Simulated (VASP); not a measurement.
# NaCl (Fm-3m) in VASP: a series of runs

Aim: see how the results for NaCl move with the level of theory and the settings. Levels: PBEsol-based global hybrid, r2SCAN0. Tasks: single point, relaxation of cell and atoms.

Program: VASP 6.6.1. These are calculated values, not measurements. Logs are shortened: lines on timing, memory, paths and dates and some standing lists are left out, and cuts for length are marked.

## 1. The cell of the first run

The structure is cubic, space group Fm-3m (No. 225). The conventional cell has a = 5.588 Å, b = 5.588 Å, c = 5.588 Å, α = 90.00°, β = 90.00°, γ = 90.00°. Cl (site symmetry m-3m) has 6 Na at 2.79 Å within 3.7 Å. Na (site symmetry m-3m) has 6 Cl at 2.79 Å within 3.7 Å.

## 2. Single point, PBEsol-based global hybrid

POSCAR

```
NaCl
1.0
    0.0000000000      2.7940632177      2.7940632177
    2.7940632177      0.0000000000      2.7940632177
    2.7940632177      2.7940632177      0.0000000000
Cl Na
1 1
Direct
    0.5000000000      0.5000000000      0.5000000000
    0.0000000000      0.0000000000      0.0000000000
```

INCAR.step1

```
PREC = Accurate
ENCUT = 520
EDIFF = 1E-5
ISMEAR = -1
SIGMA = 0.05
LREAL = F
LASPH = T
NELM = 80
ALGO = Normal
ISIF = 2
LWAVE = T
NBANDS = 14
GGA = PE
```

INCAR.step2

```
PREC = Accurate
ENCUT = 520
EDIFF = 1E-7
ISMEAR = -1
SIGMA = 0.05
LREAL = F
LASPH = T
NELM = 80
ALGO = Normal
ISIF = 2
LWAVE = F
LCHARG = T
GGA = PS
LHFCALC = T
AEXX = 0.25
PRECFOCK = Normal
LELF = T
LVHAR = T
NBANDS = 14
ISTART = 1
```

KPOINTS

```
Automatic mesh
0
Gamma
  4 4 4
```

Potentials or basis: VASP PAW PBE potentials, release 64 (Cl, Na_pv).

Started as:

```sh
$ cat potpaw_PBE.64/Cl/POTCAR potpaw_PBE.64/Na_pv/POTCAR > POTCAR
$ cp INCAR.step1 INCAR
$ mpirun -np 1 vasp_std > vasp.out
$ cp INCAR.step2 INCAR
$ mpirun -np 1 vasp_std > vasp.out
```

OUTCAR:

```text
PREC = Accurate
   ENCUT = 520
   EDIFF = 1E-7
   ISMEAR = -1
   LREAL = F
   LASPH = T
   NELM = 80
   ISIF = 2
   GGA = PS
   LHFCALC = T
   AEXX = 0.25
   PRECFOCK = Normal
   ISTART = 1

 ion  position               nearest neighbor table
   1  0.500  0.500  0.500-
   2  0.000  0.000  0.000-

  LATTYP: Found a face centered cubic cell.
 ALAT       =     5.5881264354

  Lattice vectors:

 A1 = (   0.0000000000,   2.7940632177,   2.7940632177)
 A2 = (   2.7940632177,   0.0000000000,   2.7940632177)
 A3 = (   2.7940632177,   2.7940632177,   0.0000000000)

Analysis of symmetry for initial positions (statically):
=====================================================================
 Subroutine PRICEL returns:
 Original cell was already a primitive cell.

 Routine SETGRP: Setting up the symmetry group for a
 face centered cubic supercell.

 Subroutine GETGRP returns: Found 48 space group operations
 (whereof 48 operations were pure point group operations)
 out of a pool of 48 trial point group operations.

The static configuration has the point symmetry O_h .

Analysis of symmetry for dynamics (positions and initial velocities):
=====================================================================
 Subroutine PRICEL returns:
 Original cell was already a primitive cell.

 Routine SETGRP: Setting up the symmetry group for a
 face centered cubic supercell.

 Subroutine GETGRP returns: Found 48 space group operations
 (whereof 48 operations were pure point group operations)
 out of a pool of 48 trial point group operations.

The dynamic configuration has the point symmetry O_h .

 Subroutine INISYM returns: Found 48 space group operations
 (whereof 48 operations are pure point group operations),
 and found     1 'primitive' translations

----------------------------------------------------------------------------------------

                                     Primitive cell

  volume of cell :      43.6253

  direct lattice vectors                    reciprocal lattice vectors
     0.000000000  2.794063218  2.794063218    -0.178950854  0.178950854  0.178950854
     2.794063218  0.000000000  2.794063218     0.178950854 -0.178950854  0.178950854
     2.794063218  2.794063218  0.000000000     0.178950854  0.178950854 -0.178950854

  length of vectors
     3.951402097  3.951402097  3.951402097     0.309951972  0.309951972  0.309951972

  position of ions in fractional coordinates (direct lattice)
     0.500000000  0.500000000  0.500000000
     0.000000000  0.000000000  0.000000000

  ion indices of the primitive-cell ions
   primitive index   ion index
                 1           1
                 2           2

----------------------------------------------------------------------------------------

 KPOINTS: Automatic mesh

Automatic generation of k-mesh.
 Grid dimensions read from file:
 generate k-points for:    4    4    4

 Generating k-lattice:

  Cartesian coordinates                     Fractional coordinates (reciprocal lattice)
    -0.044737714  0.044737714  0.044737714     0.250000000  0.000000000  0.000000000
     0.044737714 -0.044737714  0.044737714     0.000000000  0.250000000  0.000000000
     0.044737714  0.044737714 -0.044737714     0.000000000  0.000000000  0.250000000

  Length of vectors
     0.077487993  0.077487993  0.077487993

  Shift w.r.t. Gamma in fractional coordinates (k-lattice)
     0.000000000  0.000000000  0.000000000

 Subroutine IBZKPT returns following result:
 ===========================================

 Found      8 irreducible k-points:

 Following reciprocal coordinates:
            Coordinates               Weight
  0.000000  0.000000  0.000000      1.000000
  0.250000  0.000000  0.000000      8.000000
  0.500000  0.000000  0.000000      4.000000
  0.250000  0.250000  0.000000      6.000000
  0.500000  0.250000  0.000000     24.000000
 -0.250000  0.250000  0.000000     12.000000
  0.500000  0.500000  0.000000      3.000000
 -0.250000  0.500000  0.250000      6.000000
   k-points           NKPTS =      8   k-points in BZ     NKDIM =     64   number of bands    NBANDS=     14
   number of dos      NEDOS =    301   number of ions     NIONS =      2
   total plane-waves  NPLWV =  27000
   dimension x,y,z NGX =    30 NGY =   30 NGZ =   30
   dimension x,y,z NGXF=    60 NGYF=   60 NGZF=   60
   ions per type =               1   1
   NGX,Y,Z   is equivalent  to a cutoff of  12.62, 12.62, 12.62 a.u.
   NGXF,Y,Z  is equivalent  to a cutoff of  25.24, 25.24, 25.24 a.u.
 SYSTEM =  unknown system
   PREC   = accura    normal or accurate (medium, high low for compatibility)
   ISTART =      1    job   : 0-new  1-cont  2-samecut
   ICHARG =      0    charge: 1-file 2-atom 10-const
   ISPIN  =      1    spin polarized calculation?
   LNONCOLLINEAR =      F non collinear calculations
   LSORBIT =      F    spin-orbit coupling
   LASPH  =      T    aspherical Exc in radial PAW
   ENCUT  =  520.0 eV  38.22 Ry    6.18 a.u.   7.35  7.35  7.35*2*pi/ulx,y,z
   NELM   =     80;   NELMIN=  2; NELMDL=  0     # of ELM steps
   EDIFF  = 0.1E-06   stopping-criterion for ELM
   LREAL  =      F    real-space projection
   EDIFFG = 0.1E-05   stopping-criterion for IOM
   NSW    =      0    number of steps for IOM
   IBRION =     -1    ionic relax: 0-MD 1-quasi-New 2-CG
   NFREE  =      0    steps in history (QN), initial steepest desc. (CG)
   ISIF   =      2    stress and relaxation
   ISYM   =      3    0-nonsym 1-usesym 2-fastsym
   POTIM  = 0.5000    time-step for ionic-motion
   TEBEG  =    0.0;   TEEND  =   0.0 temperature during run
   PSTRESS=    0.0 pullay stress
   NELECT =      14.0000    total number of electrons
   NUPDOWN=      -1.0000    fix difference up-down
   EMIN   =  10.00;   EMAX   =-10.00  energy-range for DOS
   EFERMI =   0.00;   METHOD = LEGACY
   ISMEAR =    -1;   SIGMA  =   0.05  broadening in eV -4-tet -1-fermi 0-gaus
   EFERMI_NEDOS =   21; number of points for ismear=-14 and -15
   IALGO  =     38    algorithm
   IMIX   =      1    mixing-type and parameters
     AMIX     =   0.40;   BMIX     =  1.00
     AMIX_MAG =   1.60;   BMIX_MAG =  1.00
  volume/ion in A,a.u.               =      21.81       147.20
  Fermi-wavevector in a.u.,A,eV,Ry     =   1.120825  2.118053 17.092312  1.256249
  Thomas-Fermi vector in A             =   2.257475
   LORBIT       =      0    0 simple, 1 ext, 2 COOP (PROOUT), +10 PAW based schemes
   GGA     = PS    functional components
   LHFCALC =     T    Hartree Fock is set to
   PRECFOCK=normal    Normal, Fast or Accurate (Low or Medium for compatibility)
   ENCUT4O =  -1.0   cutoff for four orbital integrals eV
   NKREDX  =     1    reduce k-point grid by
   NKREDY  =     1    reduce k-point grid by
   NKREDZ  =     1    reduce k-point grid by
   AEXX    =    0.2500 exact exchange contribution
   HFSCREEN=    0.0000 screening length (either q_TF or 0.3 A-1)
   HFSCREENC=   0.0000 screening length for correlation (either q_TF or 0.3 A-1)
   ENCUTFOCK=  -1.0 apply spherical cutoff to Coloumb kernel
   IVDW    =     0    specifies the selected vdW correction
   LEPSILON=     F    determine dielectric tensor
   LRPA    =     F    only Hartree local field effects (RPA)
 non-spin polarized calculation
  energy-cutoff  :      520.00
  volume of cell :       43.63
 maximum number of plane-waves:      1211
 NGX is ok and might be reduce to    30
  NGX = 24; NGY = 24; NGZ = 24

 number of electron      14.0000007 magnetization

 Free energy of the ion-electron system (eV)
  ---------------------------------------------------
  ext. energy  EPLUGINS =         0.00000000
  ---------------------------------------------------
  free energy    TOTEN  =        -8.59275713 eV

  energy without entropy =       -8.59275713  energy(sigma->0) =       -8.59275713

 E-fermi :  -0.9032     XC(G=0):  -6.6624

 val. band max:       -2.0253428286   @ k =   0.0000   0.0000   0.0000
 cond. band min:       5.1596426521   @ k =   0.0000   0.0000   0.0000
 fundamental gap:      7.1849854807
 Fermi energy:        -0.9031801930

 k-point     1 :       0.0000    0.0000    0.0000
  band No.  band energies     occupation
      1     -24.7631      2.00000
      2     -24.7631      2.00000
      3     -24.7631      2.00000
      4     -15.9642      2.00000
      5      -2.0253      2.00000
      6      -2.0253      2.00000
      7      -2.0253      2.00000
      8       5.1596      0.00000
      9      11.2965      0.00000
     10      11.2965      0.00000
     11      11.2965      0.00000
     12      13.7238      0.00000
     13      13.7238      0.00000
     14      14.8769      0.00000

 k-point     2 :       0.2500    0.0000    0.0000
  band No.  band energies     occupation
      1     -24.7795      2.00000
      2     -24.7640      2.00000
      3     -24.7640      2.00000
      4     -15.7688      2.00000
      5      -3.2619      2.00000
      6      -2.1842      2.00000
      7      -2.1842      2.00000
      8       6.6864      0.00000
      9      10.1549      0.00000
     10      11.6461      0.00000
     11      11.6461      0.00000
     12      13.6427      0.00000
     13      13.6428      0.00000
     14      16.0802      0.00000

 k-point     3 :       0.5000    0.0000    0.0000
  band No.  band energies     occupation
      1     -24.7956      2.00000
      2     -24.7649      2.00000
      3     -24.7649      2.00000
      4     -15.5604      2.00000
      5      -4.2251      2.00000
      6      -2.3344      2.00000
      7      -2.3344      2.00000
      8       7.2411      0.00000
      9      11.1203      0.00000
     10      11.2277      0.00000
     11      11.2277      0.00000
     12      15.3675      0.00000
     13      16.8763      0.00000
     14      16.8763      0.00000
[... 52 lines left out ...]
 k-point     7 :       0.5000    0.5000    0.0000
  band No.  band energies     occupation
      1     -24.7852      2.00000
      2     -24.7719      2.00000
      3     -24.7719      2.00000
      4     -15.5008      2.00000
      5      -3.9476      2.00000
      6      -2.7190      2.00000
      7      -2.7190      2.00000
      8       7.7269      0.00000
      9       7.9649      0.00000
     10      11.6892      0.00000
     11      15.3566      0.00000
     12      15.3566      0.00000
     13      15.9554      0.00000
     14      17.7944      0.00000

 k-point     8 :      -0.2500    0.5000    0.2500
  band No.  band energies     occupation
      1     -24.7785      2.00000
      2     -24.7785      2.00000
      3     -24.7741      2.00000
      4     -15.4810      2.00000
      5      -3.3989      2.00000
      6      -3.3989      2.00000
      7      -2.8845      2.00000
      8       9.1434      0.00000
      9       9.8172      0.00000
     10       9.8172      0.00000
     11      11.7058      0.00000
     12      16.2892      0.00000
     13      16.2892      0.00000
     14      17.0340      0.00000

------------------------ aborting loop because EDIFF is reached ----------------------------------------

  FORCE on cell =-STRESS in cart. coord.  units (eV):
  Direction    XX          YY          ZZ          XY          YZ          ZX
  --------------------------------------------------------------------------------------
  -------------------------------------------------------------------------------------
  Total       -0.0302475     -0.0302475     -0.0302475      0.0000000      0.0000000     -0.0000000
  in kB       -1.1108637     -1.1108637     -1.1108637      0.0000000      0.0000000     -0.0000000
  external PRESSURE =      -1.1108637 kB  Pullay stress =       0.0000000 kB

 VOLUME and BASIS-vectors are now :
 -----------------------------------------------------------------------------
  energy-cutoff  :      520.00
  volume of cell :       43.63
      direct lattice vectors                 reciprocal lattice vectors
     0.000000000  2.794063218  2.794063218    -0.178950854  0.178950854  0.178950854
     2.794063218  0.000000000  2.794063218     0.178950854 -0.178950854  0.178950854
     2.794063218  2.794063218  0.000000000     0.178950854  0.178950854 -0.178950854

 POSITION                                       TOTAL-FORCE (eV/Angst)
 -----------------------------------------------------------------------------------
      2.79406      2.79406      2.79406        -0.000000     -0.000000     -0.000000
      0.00000      0.00000      0.00000         0.000000      0.000000      0.000000
 -----------------------------------------------------------------------------------
    total drift:                                0.000000      0.000000      0.000000

  FREE ENERGIE OF THE ION-ELECTRON SYSTEM (eV)
  ---------------------------------------------------
  free  energy   TOTEN  =        -8.5927571263 eV

  energy  without entropy=       -8.5927571263  energy(sigma->0) =       -8.59275713
```

Run time: 3.8 min. Hardware: 1 thread of Oxide Virtual Turin-like, shared host; peak memory 0.13 GiB.

Results:

| Property | Result |
| --- | --- |
| Free energy | -8.5928 eV |
| Pressure | -0.1 GPa |
| Band gap on the k mesh | 7.18 eV, direct |

Caveat: the k points lie up to 0.49 Å⁻¹ apart; the PAW data sets were made with another functional, which shifts forces and pressure a little.

## 3. Single point, PBEsol-based global hybrid

This run uses another cell than the first one, of 21.76 Å³/atom, 0.997 times its volume.

POSCAR

```
NaCl
1.0
    0.0000000000      2.7916517763      2.7916517763
    2.7916517763      0.0000000000      2.7916517763
    2.7916517763      2.7916517763      0.0000000000
Cl Na
1 1
Direct
    0.5000000000      0.5000000000      0.5000000000
    0.0000000000      0.0000000000      0.0000000000
```

INCAR.step1

```
ALGO     = Normal         # electronic algorithm
EDIFF    = 1E-5           # SCF threshold, eV
ENCUT    = 520            # plane-wave cutoff, eV
GGA      = PE             # functional
ISIF     = 2              # what is computed and relaxed
ISMEAR   = -1             # smearing method
LASPH    = True           # aspherical terms in the spheres
LCHARG   = False          # write CHGCAR
LREAL    = False          # projectors in reciprocal space
LWAVE    = True           # write WAVECAR
NBANDS   = 14             # bands
NELM     = 80             # most SCF steps
PREC     = Accurate       # precision mode
SIGMA    = 0.05           # smearing width, eV
```

INCAR.step2

```
AEXX     = 0.25           # exact-exchange fraction
ALGO     = Normal         # electronic algorithm
EDIFF    = 1E-7           # SCF threshold, eV
ENCUT    = 520            # plane-wave cutoff, eV
GGA      = PS             # functional
ISIF     = 2              # what is computed and relaxed
ISMEAR   = -1             # smearing method
ISTART   = 1            
LASPH    = True           # aspherical terms in the spheres
LCHARG   = False          # write CHGCAR
LHFCALC  = True           # exact exchange
LREAL    = False          # projectors in reciprocal space
LWAVE    = False          # write WAVECAR
NBANDS   = 14             # bands
NELM     = 80             # most SCF steps
PREC     = Accurate       # precision mode
PRECFOCK = Normal       
SIGMA    = 0.05           # smearing width, eV
```

KPOINTS

```
k-points
0
Gamma
  4 4 4
```

Potentials or basis: VASP PAW PBE potentials, release 64 (Cl, Na_pv).

Started as:

```sh
$ cat potpaw_PBE.64/Cl/POTCAR potpaw_PBE.64/Na_pv/POTCAR > POTCAR
$ cp INCAR.step1 INCAR
$ mpirun -np 1 vasp_std > vasp.out
$ cp INCAR.step2 INCAR
$ mpirun -np 1 vasp_std > vasp.out
```

Wall time 3.6 min (1 thread of Oxide Virtual Turin-like, shared host); peak memory 0.13 GiB.

Results (log left out):

| Item | Value |
| --- | --- |
| Free energy | -8.5928 eV |
| Pressure | 0.0 GPa |
| Band gap on the k mesh | 7.20 eV, direct |

Levels at points of the mesh, in eV from the valence-band top:
```tsv
k point	band 5	band 6	band 7	band 8	band 9	band 10
(0.00, 0.00, 0.00)	0.00	0.00	0.00	7.20	13.32	13.32
(0.50, 0.00, 0.00)	-2.21	-0.31	-0.31	9.27	13.17	13.26
(0.50, 0.50, 0.00)	-1.93	-0.70	-0.70	9.76	9.99	13.73
```

Caveat: the k points lie up to 0.49 Å⁻¹ apart; the PAW data sets were made with another functional, which shifts forces and pressure a little.

[end of part 1 of 2]
